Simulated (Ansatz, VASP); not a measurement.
SiCl3: VASP beside Ansatz

```
Cl Si
1.0
     6.16043    0.00000    0.00000
    -3.08021    5.33509    0.00000
     0.00000    0.00000    6.56525
Cl Si
6 2
Cartesian
  -0.9549 1.9740 1.6413
  3.9735 0.1601 4.9239
  1.8481 3.5212 1.6413
  4.0351 3.3611 4.9239
  -0.8933 5.1750 1.6413
  1.2321 1.8139 4.9239
  -0.0003 3.5569 1.6413
  3.0799 1.7782 4.9239
```

Alike in both runs: task single point; functional PBE; k mesh 6 × 6 × 5; no spin polarisation.

|  | VASP | Ansatz |
| --- | --- | --- |
| version | VASP 6.6.1 | Ansatz 0.2.0 |
| potentials or method | VASP PAW PBE potentials, release 64 (Cl, Si), cutoff 520 eV | PAW plane waves |
| occupations | fermi-dirac, width 0.1 eV | fermi-dirac |
| valence electrons in the cell | 50 | 50 |

Ansatz gave:

| Property | Result |
| --- | --- |
| pressure (GPa) | 15.3 |
| traceless stress, the component that is largest in VASP (GPa) | -15.01 |
| rms of the force components (eV/Å) | 2.688 |

Question: Which values does VASP return?

Answer: Pressure (GPa): 15.0; traceless stress, the component that is largest in VASP (GPa): -14.73; rms of the force components (eV/Å): 2.637.

Atom by atom the forces differ by 0.051 eV/Å (rms over components). Ansatz's warnings: structure snapped to symmetry.
